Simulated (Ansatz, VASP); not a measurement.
One calculation of Ru, two programs

The input INCAR:

```
PREC = Accurate
ENCUT = 600
EDIFF = 1E-6
ISMEAR = 0
SIGMA = 0.1
LREAL = False
LASPH = True
NELM = 100
ALGO = Normal
ISIF = 3
LWAVE = False
LCHARG = False
GGA = PS
IBRION = 2
NSW = 90
EDIFFG = -0.04
```

KPOINTS

```
regular mesh
0
Gamma
  9 9 9
```

Contents of POSCAR:

```
Ru
1.0
    1.4130400140      0.8158190324      6.8291337230
   -1.4130400140      0.8158190324      6.8291337230
    0.0000000000     -1.6316380650      6.8291337230
Ru
3
Direct
    0.0000000000      0.0000000000      0.0000000000
    0.2222200000      0.2222200000      0.2222200000
    0.7777800000      0.7777800000      0.7777800000
```

Input for Ansatz:

```yaml
crystal:
  lattice:
    - [1.413040014, 0.8158190324, 6.829133723]
    - [-1.413040014, 0.8158190324, 6.829133723]
    - [0.0, -1.631638065, 6.829133723]
  atoms:
    - { symbol: Ru, position: [0.0, 0.0, 0.0] }
    - { symbol: Ru, position: [0.22222, 0.22222, 0.22222] }
    - { symbol: Ru, position: [0.77778, 0.77778, 0.77778] }
basis:
  ecutwfc: 420
kpoints:
  mp_grid: { grid: [9, 9, 9] }
hamiltonian:
  xc: pbesol
scf:
  occupations: { method: gaussian, width: 0.1 }
  lower_state_search: "off"
output:
  forces: true
  stress: true
  eigenvalues: true
relax:
  adjacent_minimum: "off"
  f_tol: 0.04
  max_steps: 70
  cell: { stress_tol: 0.4 }
```

Alike in both runs: task relaxation of cell and atoms; functional PBEsol; k mesh 9 × 9 × 9; occupations gaussian, width 0.1 eV; no spin polarisation.

|  | VASP | Ansatz |
| --- | --- | --- |
| version | VASP 6.6.1 | Ansatz 0.2.0 |
| potentials or method | VASP PAW PBE potentials, release 64 (Ru_pv), cutoff 600 eV | scalar-relativistic, plane waves, PAW |
| valence electrons in the cell | 42 | 48 |

Ansatz gave:

* gap on the k mesh at the Fermi level, each at its own relaxed structure (eV): none
* relaxed volume (Å³/atom): 13.36
* relaxed cell length with the largest relative difference (Å): 6.591

Which values does VASP return?

gap on the k mesh at the Fermi level, each at its own relaxed structure (eV): none; relaxed volume (Å³/atom): 13.35; relaxed cell length with the largest relative difference (Å): 6.585.

VASP's potentials were made for PBE, not for PBEsol. A gap of «none» marks a metal or a gap that the smearing closes. VASP's potentials hold 42 valence electrons a cell and Ansatz's 48, so a difference there can come from the potentials and not from the codes.

Noted on VASP's run: the volume moved by over 15 % at a fixed basis, so the end points are rough.
